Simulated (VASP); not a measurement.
# Au in VASP: a series of runs, part 2 of 2

VASP 6.6.1. The steps go on from the part before.

### Step 3. Relaxation of cell and atoms, PBE, target pressure 50 GPa, at which the enthalpy is minimised

This run uses another cell than the first one, of 14.67 Å³/atom.

INCAR reads:

```
SYSTEM = Au
PREC = Accurate
ENCUT = 600
EDIFF = 1E-6
ISMEAR = 0
SIGMA = 0.1
LREAL = .False.
LASPH = .True.
NELM = 60
ALGO = Normal
ISIF = 3
LWAVE = .False.
LCHARG = .False.
GGA = PE
IBRION = 2
NSW = 70
EDIFFG = -0.008
PSTRESS = 500.0
```

KPOINTS reads:

```
regular mesh
0
Gamma
  20 20 20
  0 0 0
```

POSCAR reads:

```
Au
1.0
   -1.5422765657      1.5422765657      1.5422765657
    1.5422765657     -1.5422765657      1.5422765657
    1.5422765657      1.5422765657     -1.5422765657
Au
1
Direct
    0.0000000000      0.0000000000      0.0000000000
```

Potentials or basis: VASP PAW PBE potentials, release 64 (Au).

The run is started by

```
$ cat potpaw_PBE.64/Au/POTCAR > POTCAR
$ mpirun -np 1 vasp_std > vasp.out
```

OUTCAR:

```text
SYSTEM = Au
   PREC = Accurate
   ENCUT = 600
   EDIFF = 1E-6
   ISMEAR = 0
   LREAL = .False.
   LASPH = .True.
   NELM = 60
   ISIF = 3
   GGA = PE
   IBRION = 2
   NSW = 70
   EDIFFG = -0.008
   PSTRESS = 500.0

 ion  position               nearest neighbor table
   1  0.000  0.000  0.000-

  LATTYP: Found a body centered cubic cell.
 ALAT       =     3.0845531314

  Lattice vectors:

 A1 = (  -1.5422765657,   1.5422765657,   1.5422765657)
 A2 = (   1.5422765657,  -1.5422765657,   1.5422765657)
 A3 = (   1.5422765657,   1.5422765657,  -1.5422765657)

Analysis of symmetry for initial positions (statically):
=====================================================================
 Subroutine PRICEL returns:
 Original cell was already a primitive cell.

 Routine SETGRP: Setting up the symmetry group for a
[... 256 lines left out ...]
 fundamental gap:      0.0198613142
 Fermi energy:        12.1448061279

 k-point     1 :       0.0000    0.0000    0.0000
  band No.  band energies     occupation
      1       0.6273      2.00000
      2       6.3549      2.00000
      3       6.3549      2.00000
      4       6.3549      2.00000
      5       8.7955      2.00000
      6       8.7955      2.00000
      7      28.5573      0.00000
      8      28.5573      0.00000
      9      28.5573      0.00000
[... 265 lines left out ...]
 k-point    24 :       0.2500    0.1000   -0.0000
  band No.  band energies     occupation
      1       3.5034      2.00000
      2       5.4564      2.00000
      3       6.4818      2.00000
      4       8.3289      2.00000
      5       9.0339      2.00000
      6       9.5245      2.00000
      7      23.3365      0.00000
      8      26.3405      0.00000
      9      29.3063      0.00000

 [... further k-points ...]

------------------------ aborting loop because EDIFF is reached ----------------------------------------

  FORCE on cell =-STRESS in cart. coord.  units (eV):
  Direction    XX          YY          ZZ          XY          YZ          ZX
  --------------------------------------------------------------------------------------
  -------------------------------------------------------------------------------------
  Total        4.5892865      4.5892865      4.5892865     -0.0000000     -0.0000000      0.0000000
  in kB      499.6750111    499.6750111    499.6750111     -0.0000000     -0.0000000      0.0000000
  external PRESSURE =      -0.3249889 kB  Pullay stress =     500.0000000 kB
[... 20 lines left out ...]
  energy  without entropy=       -2.7915130119  energy(sigma->0) =       -2.79213895

  enthalpy is  TOTEN    =         1.7995064893 eV   P V=        4.5922713706

 reached required accuracy - stopping structural energy minimisation
```

OSZICAR:

```text
N       E                     dE             d eps       ncg     rms          rms(c)
DAV:   1     0.506935917821E+02    0.50694E+02   -0.65456E+03  4808   0.126E+03
[... 18 lines left out ...]
   2 F= 0.18020603E+01 E0= 0.18026839E+01  d E =0.241318E-02
       N       E                     dE             d eps       ncg     rms          rms(c)
DAV:   1    -0.280819486444E+01    0.37285E-01   -0.34666E-01  4635   0.674E+00    0.800E-01
DAV:   2    -0.279376926825E+01    0.14426E-01   -0.42102E-02  4643   0.206E+00    0.382E-01
DAV:   3    -0.279275262458E+01    0.10166E-02   -0.46197E-03  4800   0.650E-01    0.239E-01
DAV:   4    -0.279276574330E+01   -0.13119E-04   -0.14319E-04  4861   0.112E-01    0.131E-02
DAV:   5    -0.279276488132E+01    0.86198E-06   -0.19164E-06  4765   0.156E-02
   3 F= 0.17995065E+01 E0= 0.18001324E+01  d E =-.140665E-03
```

Wall time 84 s (1 thread of Intel Xeon 8259CL, shared host); peak memory 0.18 GiB.

Results:

| Property | Result |
| --- | --- |
| Free energy | -2.7928 eV |
| Relaxed volume | 14.72 Å³/atom |
| Relaxed cell | a = 2.674 Å, b = 2.674 Å, c = 2.674 Å, α = 109.47°, β = 109.47°, γ = 109.47° |
| Space group after relaxing (to 0.1 Å) | Im-3m (No. 229) |
| Energy change on relaxing (the run minimises the enthalpy) | -13.0 meV/atom |
| Ionic steps | 3 |
| Pressure after relaxing | 50.0 GPa |
| Band gap on the k mesh | zero (an odd number of electrons rules out a gap without spin polarisation) |

Step by step:
| step | energy change (eV) | largest force (eV/Å) | pressure (GPa) | volume (Å³) |
| --- | --- | --- | --- | --- |
| 1 | 0.0000 | 0.0000 | 51.12 | 14.67 |
| 2 | -0.0658 | 0.0000 | 45.46 | 14.89 |
| 3 | -0.0130 | 0.0000 | 49.97 | 14.72 |

Final structure:
```
Au
1.0
    -1.54372    1.54372    1.54372
     1.54372   -1.54372    1.54372
     1.54372    1.54372   -1.54372
Au
1
Direct
  0.00000 0.00000 0.00000
```

Levels at points of the mesh, in eV from the Fermi level:
```csv
k point,band 4,band 5,band 6,band 7,band 8,band 9
"(0.00, 0.00, 0.00)",-5.79,-3.35,-3.35,16.41,16.41,16.41
"(0.50, 0.00, 0.00)",-3.05,-1.31,-1.30,4.56,12.35,15.02
"(0.50, 0.50, 0.50)",-1.81,-1.81,6.46,6.46,6.46,11.68
```

Caveat: the cell is relaxed towards a set pressure, so the run minimises the enthalpy, not the energy; spin-orbit coupling is left out, which moves the levels of the heavy elements.

### Step 4. Single point, PBE (uniaxial strain along c: +2.0 %)

INCAR reads:

```
SYSTEM = Au
PREC = Accurate ; ENCUT = 500
EDIFF = 1E-6 ; ISMEAR = 0
SIGMA = 0.1 ; LREAL = .False.
LASPH = .True. ; NELM = 120
ALGO = Normal ; ISIF = 2
LWAVE = .False. ; LCHARG = .False.
GGA = PE ; NBANDS = 26
GGA_COMPAT = .False.
```

KPOINTS reads:

```
regular mesh
0
Gamma
  12 12 12
  0 0 0
```

POSCAR reads:

```
Au
1.0
    3.2848024931      0.0000000000      0.0000000000
    0.0000000000      3.2848024931      0.0000000000
    0.0000000000      0.0000000000      3.3673352191
Au
2
Direct
    0.0000000000      0.0000000000      0.0000000000
    0.5000000000      0.5000000000      0.5000000000
```

Potentials or basis: VASP PAW PBE potentials, release 64 (Au_sv_GW).

The run is started by

```
$ cat potpaw_PBE.64/Au_sv_GW/POTCAR > POTCAR
$ mpirun -np 1 vasp_std > vasp.out
```

Run time: 96 s. Hardware: 1 thread of Intel Xeon Platinum 8259CL at 2.50GHz (Skylake/Cascade Lake), shared host; peak memory 0.26 GiB.

Results (log left out):

```
Free energy            : -5.1849 eV
Pressure               : -2.9 GPa
Band gap on the k mesh : zero (bands 19 and 20 overlap by 4.95 eV)
```

Stress tensor (GPa, compression positive):
```
-2.96  0.00  0.00
 0.00 -2.96  0.00
 0.00  0.00 -2.84
```

Levels at points of the mesh, in eV from the Fermi level:
```tsv
k point	band 15	band 16	band 17	band 18	band 19	band 20	band 21	band 22	band 23	band 24
(0.00, 0.00, 0.00)	-2.96	-2.79	-1.87	-1.82	-1.82	5.74	6.43	6.43	8.90	15.07
(0.50, 0.00, 0.00)	-3.99	-3.99	-3.34	-3.34	-1.87	-1.87	12.07	12.07	12.91	12.91
(0.50, 0.50, 0.00)	-2.64	-2.64	-1.47	-1.47	-0.33	-0.33	3.27	3.27	12.05	12.05
(0.00, 0.00, 0.50)	-3.97	-3.97	-3.29	-3.29	-2.14	-2.14	12.45	12.45	13.27	13.27
(0.50, 0.00, 0.50)	-2.70	-2.70	-1.51	-1.51	-0.47	-0.47	3.08	3.08	12.40	12.40
(0.50, 0.50, 0.50)	-2.71	-2.71	-2.61	-2.61	2.65	2.65	6.82	6.82	6.82	6.82
```

Caveat: the cell differs from its parent crystal (uniaxial strain along c: +2.0 %); spin-orbit coupling is left out, which moves the levels of the heavy elements.

### Step 5. The runs side by side

| task | potentials or basis | cell | k mesh | cutoff (eV) | gap on the mesh (eV) | pressure (GPa) |
| --- | --- | --- | --- | --- | --- | --- |
| relaxation of cell and atoms | VASP PAW PBE potentials, release 64 (Au) | relaxed to -1 GPa from a = 2.868 Å, angles 109.5°, 1 atom, atomic positions A | 18 × 18 × 18 | 600 | none | -1.0 |
| relaxation of cell and atoms | VASP PAW PBE potentials, release 64 (Au) | relaxed to 50 GPa from a = 2.671 Å, angles 109.5°, 1 atom, atomic positions A | 20 × 20 × 20 | 600 | none | 50.0 |
| single point | VASP PAW PBE potentials, release 64 (Au_sv_GW) | a = 3.285, b = 3.285, c = 3.367 Å, 2 atoms, atomic positions B | 12 × 12 × 12 | 500 | none | -2.9 |

Alike in all rows: level PBE; no spin polarisation; smearing gaussian 0.1 eV.

Caveats: spin-orbit coupling is left out, which moves the levels of the heavy elements; the cell is relaxed towards a set pressure, so the run minimises the enthalpy, not the energy (at least some runs).

Absolute energies hang on the potentials; compare differences alone.

The gap in the log of VASP goes by the Fermi energy; the results here count the filled bands.